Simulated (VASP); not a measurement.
Set up this calculation in VASP 6.6.1, as the native input.

| Item | Value |
| --- | --- |
| Task | single point |
| Functional | PBE |
| Potentials or basis | VASP PAW PBE potentials, release 64 (P, C) |
| Cutoff | 520 eV |
| k mesh | 4 × 4 × 6 |
| Occupations | gaussian, width 0.1 eV |
| Spin | no spin polarisation |
| Dipole correction | no |
| Further INCAR settings | ALGO = Normal; EDIFF = 1e-07; NBANDS = 20 |

The structure of P4C lies in POSCAR:

```
P4C
1.0
    4.5945625862     -3.0060549040      0.0000000000
    4.5945625862      3.0060549040      0.0000000000
    0.0000000000      0.0000000000      2.9330992606
P C
4 1
Direct
    0.7812471311      0.2187528689      0.5000000000
    0.2187528689      0.7812471311      0.5000000000
    0.3807386671      0.3807386671      0.0000000000
    0.6192613329      0.6192613329      0.0000000000
    0.0000000000      0.0000000000      0.0000000000
```

The cell was generated, and may not be a known phase.

The input as run:

INCAR

```
PREC     = Accurate       # precision mode
ENCUT    = 520            # plane-wave cutoff, eV
EDIFF    = 1E-7           # SCF threshold, eV
ISMEAR   = 0              # smearing method
SIGMA    = 0.1            # smearing width, eV
LREAL    = False          # projectors in reciprocal space
LASPH    = True           # aspherical terms in the spheres
NELM     = 100            # most SCF steps
ALGO     = Normal         # electronic algorithm
ISIF     = 2              # what is computed and relaxed
LWAVE    = False          # write WAVECAR
LCHARG   = False          # write CHGCAR
GGA      = PE             # functional
NBANDS   = 20             # bands
```

KPOINTS

```
regular mesh
0
Gamma
  4 4 6
```

Potentials or basis: VASP PAW PBE potentials, release 64 (P, C).

Command:

```bash
$ cat potpaw_PBE.64/P/POTCAR potpaw_PBE.64/C/POTCAR > POTCAR
$ mpirun -np 1 vasp_std > vasp.out
```

It gave:

| Quantity | Value |
| --- | --- |
| Pressure | -0.2 GPa |
| Largest force | 0.054 eV/Å |
| Band gap on the k mesh | zero (bands 12 and 13 overlap by 3.62 eV) |

It took 28 s on 1 thread of AMD EPYC 9R45 96-Core Processor (Zen 5), on a shared host, peak memory 0.17 GiB.
